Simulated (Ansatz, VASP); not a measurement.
## AlCo3 in VASP and in Ansatz

```
CELL_PARAMETERS angstrom
3.59854 0.00000 0.00000
0.00000 3.59854 0.00000
0.00000 0.00000 3.59854
ATOMIC_POSITIONS crystal
Al 0.00000 0.00000 0.00000
Co 0.50000 0.50000 0.00000
Co 0.50000 0.00000 0.50000
Co 0.00000 0.50000 0.50000
```

Alike in both runs: task single point; functional PBEsol; k mesh 12 × 12 × 12; occupations gaussian, width 0.1 eV; collinear spin.

|  | VASP | Ansatz |
| --- | --- | --- |
| version | VASP 6.6.1 | Ansatz 0.2.0 |
| potentials or method | VASP PAW PBE potentials, release 64 (Al, Co), cutoff 520 eV | scalar-relativistic, plane waves, PAW |
| valence electrons in the cell | 30 | 54 |

Ansatz gave:

```
gap on the k mesh at the Fermi level (eV)                     : none
pressure (GPa)                                                : -10.7
net moment per atom (μB)                                      : 0.97
size of the moment on the site where the two differ most (μB) : 1.36
```

Question: Which values does VASP return?

Answer: gap on the k mesh at the Fermi level (eV): none; pressure (GPa): -11.0; net moment per atom (μB): 0.97; size of the moment on the site where the two differ most (μB): 1.33.

VASP's potentials were made for PBE, not for PBEsol. Site moments also hang on the region over which each program counts them. A gap of «none» marks a metal or a gap that the smearing closes. VASP's potentials hold 30 valence electrons a cell and Ansatz's 54, so a difference there can come from the potentials and not from the codes.
